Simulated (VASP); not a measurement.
## NbC: single point with PBE

The system is NbC.

```
CELL_PARAMETERS angstrom
0.00000 2.14991 2.14991
2.14991 0.00000 2.14991
2.14991 2.14991 0.00000
ATOMIC_POSITIONS crystal
Nb 0.00000 0.00000 0.00000
C 0.50000 0.50000 0.50000
```

This cell differs from its parent crystal: strained.

| Quantity | Value |
| --- | --- |
| Program | VASP 6.6.1 |
| Task | single point |
| Functional | PBE |
| Potentials or basis | VASP PAW PBE potentials, release 64 (Nb_sv, C) |
| Cutoff | 600 eV |
| k mesh | 16 × 16 × 16 |
| Occupations | gaussian, width 0.1 eV |
| Spin | no spin polarisation |
| Dipole correction | no |
| Further INCAR settings | ALGO = Normal; EDIFF = 1e-06; NBANDS = 16 |

```
Pressure : 48.7 GPa
```

Levels at points of the mesh, in eV from the Fermi level:
```csv
k point,band 6,band 7,band 8,band 9,band 10,band 11,band 12,band 13
"(0.00, 0.00, 0.00)",-1.51,-1.51,-1.51,-0.30,-0.30,-0.30,0.48,0.48
"(0.50, 0.00, 0.00)",-8.27,-5.75,-5.75,2.59,2.59,4.26,6.13,10.32
"(0.50, 0.50, 0.00)",-4.84,-3.76,-1.28,-1.28,2.42,3.91,3.91,7.97
```

Wall time 26 s on 1 thread of Intel Xeon 6975P-C, on a shared host, peak memory 0.18 GiB.

Caveat: the cell differs from its parent crystal (strained).
